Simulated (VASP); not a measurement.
Input of a VASP 6.6.1 run:

File INCAR:

```
SYSTEM = Cr
PREC = Accurate
ENCUT = 520
EDIFF = 1E-6
ISMEAR = 0
SIGMA = 0.1
LREAL = .FALSE.
LASPH = .TRUE.
NELM = 80
ALGO = Fast
ISIF = 2
LWAVE = .FALSE.
LCHARG = .TRUE.
GGA = PE
LELF = .TRUE.
LVHAR = .TRUE.
NBANDS = 19
```

KPOINTS

```
regular mesh
0
G
  18 18 18
  0 0 0
```

File POSCAR:

```
Cr
1.0
    2.9617432169      0.0000000000      0.0000000000
    0.0000000000      2.8236901422      0.0000000000
    0.0000000000      0.0000000000      2.8236901422
Cr
2
Direct
    0.0000000000      0.0000000000      0.0000000000
    0.5000000000      0.5000000000      0.5000000000
```

Potentials or basis: VASP PAW PBE potentials, release 64 (Cr_pv).

Launch:

```sh
$ cat potpaw_PBE.64/Cr_pv/POTCAR > POTCAR
$ mpirun -np 1 vasp_std > vasp.out
```

Task: What does it give for the band gap on the k mesh?

Result: Zero (band 12 reaches 12.02 eV, above the bottom of band 13 at 10.19 eV).

Task: Predict the pressure.

Result: -5.5 GPa.

Stress tensor (GPa, compression positive):
```
-15.52   0.00   0.00
  0.00  -0.51   0.00
  0.00   0.00  -0.51
```

Caveat: the cell differs from its parent crystal (uniaxial strain along a: +4.0 %, then relaxed in part); the run has no spin polarisation, though such a crystal can be magnetic. Spin polarisation is off, so any magnetic state and its effect on volume and gap are missing.
